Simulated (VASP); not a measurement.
# BN (F-43m) in VASP: single point with r2SCAN

Aim: the single point of BN with r2SCAN.

All numbers are computed with VASP 6.6.1; they aren't measurements. Logs are shortened: lines on timing, memory, paths and dates and some standing lists are left out, and cuts for length are marked.

### Step 1. The cell of the first run

The structure is cubic, space group F-43m (No. 216). Conventional cell: a = 3.610 Å, b = 3.610 Å, c = 3.610 Å, α = 90.00°, β = 90.00°, γ = 90.00°. Within 2.1 Å of B (site symmetry -43m) lie 4 N at 1.56 Å. N (site symmetry -43m) has 4 B at 1.56 Å within 2.1 Å.

### Step 2. Single point, r2SCAN

The input, POSCAR:

```
BN
1.0
    0.0000000000      1.8048715864      1.8048715864
    1.8048715864      0.0000000000      1.8048715864
    1.8048715864      1.8048715864      0.0000000000
B N
1 1
Direct
    0.0000000000      0.0000000000      0.0000000000
    0.2500000000      0.2500000000      0.2500000000
```

The input, INCAR.step1:

```
SYSTEM = BN
ALGO = Normal ; EDIFF = 1E-5
ENCUT = 1460 ; GGA = PE
GGA_COMPAT = .FALSE. ; ISMEAR = 0
LASPH = .TRUE. ; LCHARG = .FALSE.
LREAL = .FALSE. ; LWAVE = .TRUE.
NBANDS = 11 ; NELM = 120
PREC = Accurate ; SIGMA = 0.01
```

The input, INCAR.step2:

```
SYSTEM = BN
ALGO = Normal ; EDIFF = 1E-6
ENCUT = 1460 ; GGA_COMPAT = .FALSE.
ISIF = 2 ; ISMEAR = 0
ISTART = 1 ; LASPH = .TRUE.
LCHARG = .FALSE. ; LMIXTAU = .TRUE.
LREAL = .FALSE. ; LWAVE = .FALSE.
METAGGA = R2SCAN ; NBANDS = 11
NELM = 120 ; PREC = Accurate
SIGMA = 0.01
```

The input, KPOINTS:

```
k-points
0
G
  7 7 7
  0 0 0
```

Potentials or basis: VASP PAW PBE potentials, release 64 (B_h, N_h).

Run with:

```console
$ cat potpaw_PBE.64/B_h/POTCAR potpaw_PBE.64/N_h/POTCAR > POTCAR
$ cp INCAR.step1 INCAR
$ mpirun -np 1 vasp_std > vasp.out
$ cp INCAR.step2 INCAR
$ mpirun -np 1 vasp_std > vasp.out
```

OUTCAR:

```text
SYSTEM = BN
   EDIFF = 1E-6
   ENCUT = 1460
   ISIF = 2
   ISMEAR = 0
   ISTART = 1
   LASPH = .TRUE.
   LREAL = .FALSE.
   METAGGA = R2SCAN
   NELM = 120
   PREC = Accurate

 ion  position               nearest neighbor table
   1  0.000  0.000  0.000-
   2  0.250  0.250  0.250-

  LATTYP: Found a face centered cubic cell.
 ALAT       =     3.6097431728

  Lattice vectors:

 A1 = (   0.0000000000,   1.8048715864,   1.8048715864)
 A2 = (   1.8048715864,   0.0000000000,   1.8048715864)
 A3 = (   1.8048715864,   1.8048715864,   0.0000000000)

Analysis of symmetry for initial positions (statically):
=====================================================================
 Subroutine PRICEL returns:
 Original cell was already a primitive cell.

 Routine SETGRP: Setting up the symmetry group for a
 face centered cubic supercell.

 Subroutine GETGRP returns: Found 24 space group operations
 (whereof 24 operations were pure point group operations)
 out of a pool of 48 trial point group operations.

The static configuration has the point symmetry T_d .

Analysis of symmetry for dynamics (positions and initial velocities):
=====================================================================
 Subroutine PRICEL returns:
 Original cell was already a primitive cell.

 Routine SETGRP: Setting up the symmetry group for a
 face centered cubic supercell.

 Subroutine GETGRP returns: Found 24 space group operations
 (whereof 24 operations were pure point group operations)
 out of a pool of 48 trial point group operations.

The dynamic configuration has the point symmetry T_d .

 Subroutine INISYM returns: Found 24 space group operations
 (whereof 24 operations are pure point group operations),
 and found     1 'primitive' translations

----------------------------------------------------------------------------------------

                                     Primitive cell

  volume of cell :      11.7590

  direct lattice vectors                    reciprocal lattice vectors
     0.000000000  1.804871586  1.804871586    -0.277028019  0.277028019  0.277028019
     1.804871586  0.000000000  1.804871586     0.277028019 -0.277028019  0.277028019
     1.804871586  1.804871586  0.000000000     0.277028019  0.277028019 -0.277028019

  length of vectors
     2.552473876  2.552473876  2.552473876     0.479826604  0.479826604  0.479826604

  position of ions in fractional coordinates (direct lattice)
     0.000000000  0.000000000  0.000000000
     0.250000000  0.250000000  0.250000000

  ion indices of the primitive-cell ions
   primitive index   ion index
                 1           1
                 2           2

----------------------------------------------------------------------------------------

 KPOINTS: k-points

Automatic generation of k-mesh.
 Grid dimensions read from file:
 generate k-points for:    7    7    7

 Generating k-lattice:

  Cartesian coordinates                     Fractional coordinates (reciprocal lattice)
    -0.039575431  0.039575431  0.039575431     0.142857143  0.000000000  0.000000000
     0.039575431 -0.039575431  0.039575431     0.000000000  0.142857143  0.000000000
     0.039575431  0.039575431 -0.039575431     0.000000000  0.000000000  0.142857143

  Length of vectors
     0.068546658  0.068546658  0.068546658

  Shift w.r.t. Gamma in fractional coordinates (k-lattice)
     0.000000000  0.000000000  0.000000000

 Subroutine IBZKPT returns following result:
 ===========================================

 Found     20 irreducible k-points:

 Following reciprocal coordinates:
            Coordinates               Weight
  0.000000  0.000000  0.000000      1.000000
  0.142857  0.000000  0.000000      8.000000
  0.285714  0.000000  0.000000      8.000000
  0.428571  0.000000  0.000000      8.000000
  0.142857  0.142857  0.000000      6.000000
  0.285714  0.142857  0.000000     24.000000
[... 12 lines left out ...]
 -0.428571  0.428571  0.142857     24.000000
 -0.285714  0.428571  0.142857     24.000000
   k-points           NKPTS =     20   k-points in BZ     NKDIM =     20   number of bands    NBANDS=     11
   number of dos      NEDOS =    301   number of ions     NIONS =      2
   total plane-waves  NPLWV =  32768
   dimension x,y,z NGX =    32 NGY =   32 NGZ =   32
   dimension x,y,z NGXF=    64 NGYF=   64 NGZF=   64
   ions per type =               1   1
   NGX,Y,Z   is equivalent  to a cutoff of  20.84, 20.84, 20.84 a.u.
   NGXF,Y,Z  is equivalent  to a cutoff of  41.68, 41.68, 41.68 a.u.
 SYSTEM =  BN
   PREC   = accura    normal or accurate (medium, high low for compatibility)
   ISTART =      1    job   : 0-new  1-cont  2-samecut
   ICHARG =      0    charge: 1-file 2-atom 10-const
   ISPIN  =      1    spin polarized calculation?
   LNONCOLLINEAR =      F non collinear calculations
   LSORBIT =      F    spin-orbit coupling
   LASPH  =      T    aspherical Exc in radial PAW
   ENCUT  = 1460.0 eV 107.31 Ry   10.36 a.u.   7.95  7.95  7.95*2*pi/ulx,y,z
   NELM   =    120;   NELMIN=  2; NELMDL=  0     # of ELM steps
   EDIFF  = 0.1E-05   stopping-criterion for ELM
   LREAL  =      F    real-space projection
[... 7 lines left out ...]
   TEBEG  =    0.0;   TEEND  =   0.0 temperature during run
   PSTRESS=    0.0 pullay stress
   NELECT =       8.0000    total number of electrons
   NUPDOWN=      -1.0000    fix difference up-down
   EMIN   =  10.00;   EMAX   =-10.00  energy-range for DOS
   EFERMI =   0.00;   METHOD = LEGACY
   ISMEAR =     0;   SIGMA  =   0.01  broadening in eV -4-tet -1-fermi 0-gaus
   EFERMI_NEDOS =   21; number of points for ismear=-14 and -15
   IALGO  =     38    algorithm
   IMIX   =      4    mixing-type and parameters
     AMIX     =   0.40;   BMIX     =  1.00
     AMIX_MAG =   1.60;   BMIX_MAG =  1.00
  volume/ion in A,a.u.               =       5.88        39.68
  Fermi-wavevector in a.u.,A,eV,Ry     =   1.439843  2.720909 28.206895  2.073148
  Thomas-Fermi vector in A             =   2.558654
   LORBIT       =      0    0 simple, 1 ext, 2 COOP (PROOUT), +10 PAW based schemes
   METAGGA = R2SCAN    functional components
   LHFCALC =     F    Hartree Fock is set to
   AEXX    =    0.0000 exact exchange contribution
   IVDW    =     0    specifies the selected vdW correction
   LEPSILON=     F    determine dielectric tensor
   LRPA    =     F    only Hartree local field effects (RPA)
 non-spin polarized calculation
 Gauss-broadening in eV      SIGMA  =   0.01
  energy-cutoff  :     1460.00
  volume of cell :       11.76
 maximum number of plane-waves:      1500
   NGX = 15   NGY = 15   NGZ = 15

 number of electron       8.0000000 magnetization

 Free energy of the ion-electron system (eV)
  ---------------------------------------------------
  ext. energy  EPLUGINS =         0.00000000
  ---------------------------------------------------
  free energy    TOTEN  =       -19.20302262 eV

  energy without entropy =      -19.20302262  energy(sigma->0) =      -19.20302262

 E-fermi :   9.1760     XC(G=0): -13.7794

 val. band max:        8.9849885020   @ k =   0.0000   0.0000   0.0000
 cond. band min:      14.2476565931   @ k =   0.4286   0.4286   0.0000
 fundamental gap:      5.2626680911
 Fermi energy:         9.1759626484

 k-point     1 :       0.0000    0.0000    0.0000
  band No.  band energies     occupation
      1     -12.3486      2.00000
      2       8.9850      2.00000
      3       8.9850      2.00000
      4       8.9850      2.00000
      5      18.5557      0.00000
      6      18.5557      0.00000
      7      18.5557      0.00000
      8      20.1232      0.00000
      9      35.2119      0.00000
     10      37.7410      0.00000
     11      37.7410      0.00000

 k-point     2 :       0.1429    0.0000    0.0000
  band No.  band energies     occupation
      1     -11.8361      2.00000
      2       6.5302      2.00000
      3       8.4889      2.00000
      4       8.4889      2.00000
      5      19.0084      0.00000
      6      19.3081      0.00000
      7      19.3081      0.00000
      8      21.6931      0.00000
      9      34.3871      0.00000
     10      34.3871      0.00000
     11      34.6178      0.00000

 k-point     3 :       0.2857    0.0000    0.0000
  band No.  band energies     occupation
      1     -10.3749      2.00000
      2       2.1575      2.00000
      3       7.6058      2.00000
      4       7.6058      2.00000
      5      19.4868      0.00000
      6      20.3281      0.00000
      7      20.3281      0.00000
      8      24.0994      0.00000
      9      33.7055      0.00000
     10      33.8905      0.00000
     11      33.8905      0.00000

 k-point     4 :       0.4286    0.0000    0.0000
  band No.  band energies     occupation
      1      -8.4694      2.00000
      2      -1.4689      2.00000
      3       7.0410      2.00000
      4       7.0410      2.00000
      5      19.7889      0.00000
      6      20.5097      0.00000
      7      20.5097      0.00000
      8      25.3045      0.00000
      9      33.8158      0.00000
     10      36.5199      0.00000
     11      36.5199      0.00000
[... 183 lines left out ...]
 k-point    18 :      -0.4286    0.2857    0.1429
  band No.  band energies     occupation
      1      -7.4748      2.00000
      2      -0.2913      2.00000
      3       3.3785      2.00000
      4       5.1611      2.00000
      5      19.1914      0.00000
      6      21.3021      0.00000
      7      24.3542      0.00000
      8      25.8061      0.00000
      9      29.5469      0.00000
     10      35.9039      0.00000
     11      38.3686      0.00000

 k-point    19 :      -0.4286    0.4286    0.1429
  band No.  band energies     occupation
      1      -6.9040      2.00000
      2       0.4975      2.00000
      3       2.9359      2.00000
      4       3.3935      2.00000
      5      16.8853      0.00000
      6      21.2068      0.00000
      7      25.0392      0.00000
      8      27.5655      0.00000
      9      30.0369      0.00000
     10      36.6586      0.00000
     11      40.9710      0.00000

 k-point    20 :      -0.2857    0.4286    0.1429
  band No.  band energies     occupation
      1      -6.4932      2.00000
      2       0.6877      2.00000
      3       1.2424      2.00000
      4       3.7097      2.00000
      5      18.5469      0.00000
      6      23.0929      0.00000
      7      24.6218      0.00000
      8      26.0255      0.00000
      9      28.9639      0.00000
     10      36.2359      0.00000
     11      38.9424      0.00000

------------------------ aborting loop because EDIFF is reached ----------------------------------------

  FORCE on cell =-STRESS in cart. coord.  units (eV):
  Direction    XX          YY          ZZ          XY          YZ          ZX
  --------------------------------------------------------------------------------------
  -------------------------------------------------------------------------------------
  Total       -0.0336567     -0.0336567     -0.0336567     -0.0000000     -0.0000000      0.0000000
  in kB       -4.5857811     -4.5857811     -4.5857811     -0.0000000     -0.0000000      0.0000000
  external PRESSURE =      -4.5857811 kB  Pullay stress =       0.0000000 kB

 VOLUME and BASIS-vectors are now :
 -----------------------------------------------------------------------------
  energy-cutoff  :     1460.00
  volume of cell :       11.76
      direct lattice vectors                 reciprocal lattice vectors
     0.000000000  1.804871586  1.804871586    -0.277028019  0.277028019  0.277028019
     1.804871586  0.000000000  1.804871586     0.277028019 -0.277028019  0.277028019
     1.804871586  1.804871586  0.000000000     0.277028019  0.277028019 -0.277028019

 POSITION                                       TOTAL-FORCE (eV/Angst)
 -----------------------------------------------------------------------------------
      0.00000      0.00000      0.00000         0.000000      0.000000      0.000000
      0.90244      0.90244      0.90244        -0.000000     -0.000000     -0.000000
 -----------------------------------------------------------------------------------
    total drift:                               -0.000000     -0.000000     -0.000000

  FREE ENERGIE OF THE ION-ELECTRON SYSTEM (eV)
  ---------------------------------------------------
  free  energy   TOTEN  =       -19.2030226193 eV

  energy  without entropy=      -19.2030226193  energy(sigma->0) =      -19.20302262
```

Wall time 24 s (1 thread of Intel Xeon Platinum 8375C at 2.90GHz (Ice Lake), shared host); peak memory 0.17 GiB.

Results:

* Free energy: -19.2030 eV
* Pressure: -0.5 GPa
* Band gap on the k mesh: 5.26 eV (least direct gap 9.57 eV)

Levels at points of the mesh, in eV from the valence-band top:
```csv
k point,band 1,band 2,band 3,band 4,band 5,band 6,band 7,band 8,band 9
"(0.00, 0.00, 0.00)",-21.33,0.00,0.00,0.00,9.57,9.57,9.57,11.14,26.23
```

Caveat: the k points lie up to 0.43 Å⁻¹ apart; the PAW data sets were made with another functional, which shifts forces and pressure a little; an odd mesh through Γ misses points on the zone boundary, where band edges can lie.
